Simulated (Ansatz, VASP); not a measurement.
# Two plane-wave programs on ZrO2

```
Zr O
1.0
     0.00000    2.53205    2.53205
     2.53205    0.00000    2.53205
     2.53205    2.53205    0.00000
Zr O
1 2
Direct
  0.00000 0.00000 0.00000
  0.25000 0.25000 0.25000
  0.75000 0.75000 0.75000
```

Alike in both runs: functional PBEsol; k mesh 8 × 8 × 8; occupations gaussian, width 0.02 eV; no spin polarisation.

Ansatz relaxed the structure, and its values are those at the end. VASP's run is a single point on that final structure, the one shown.

|  | VASP | Ansatz |
| --- | --- | --- |
| version | VASP 6.6.1 | Ansatz 0.2.0 |
| potentials or method | VASP PAW PBE potentials, release 64 (Zr_sv, O), cutoff 600 eV | scalar-relativistic, plane waves, PAW |
| valence electrons in the cell | 24 | 24 |

Ansatz gave:

| Property | Result |
| --- | --- |
| gap on the k mesh at the Fermi level (eV) | 3.33 |
| least direct gap on the mesh (eV) | 3.76 |
| pressure (GPa) | 0.0 |

Q: Which values does VASP return?

A: gap on the k mesh at the Fermi level (eV): 3.32; least direct gap on the mesh (eV): 3.76; pressure (GPa): 0.2.

VASP's potentials were made for PBE, not for PBEsol. The functional is the same, so the differences come from potentials, cutoffs and numerics.
